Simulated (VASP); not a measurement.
**C: single point with PBE+D3(BJ)**

Crystal: C.

```
CELL_PARAMETERS angstrom
2.45600 0.00000 0.00000
-1.22800 2.12696 0.00000
0.00000 0.00000 6.69600
ATOMIC_POSITIONS crystal
C 0.00000 0.00000 0.75000
C 0.00000 0.00000 0.25000
C 0.33333 0.66667 0.75000
C 0.66667 0.33333 0.25000
```

| Item | Value |
| --- | --- |
| Program | VASP 6.6.1 |
| Task | single point |
| Functional | PBE |
| Dispersion | D3(BJ) |
| Potentials or basis | VASP PAW PBE potentials, release 64 (C) |
| Cutoff | 600 eV |
| k mesh | 21 × 21 × 6 |
| Occupations | gaussian, width 0.1 eV |
| Spin | no spin polarisation |
| Dipole correction | no |
| Further INCAR settings | ALGO = Normal; EDIFF = 1e-06; NBANDS = 16 |

```yaml
Pressure: 3.3 GPa
Band_gap_on_the_k_mesh: zero (band 8 reaches 4.76 eV, above the bottom of band 9 at 4.74 eV)
Dispersion_energy_per_atom: -0.157 eV
```

Stress tensor (GPa, compression positive):
```
 5.06  0.00  0.00
 0.00  5.06  0.00
 0.00  0.00 -0.14
```

Levels at points of the mesh, in eV from the Fermi level:
| k point | band 6 | band 7 | band 8 | band 9 | band 10 | band 11 |
| --- | --- | --- | --- | --- | --- | --- |
| (0.00, 0.00, 0.00) | -3.01 | -2.99 | -2.99 | 4.27 | 8.40 | 8.40 |
| (0.00, 0.00, 0.50) | -3.00 | -3.00 | -3.00 | 6.92 | 6.92 | 8.42 |

Wall time 41 s on 1 thread of Intel(R) Xeon(R) 6975P-C (Granite Rapids), on a shared host, peak memory 0.23 GiB.
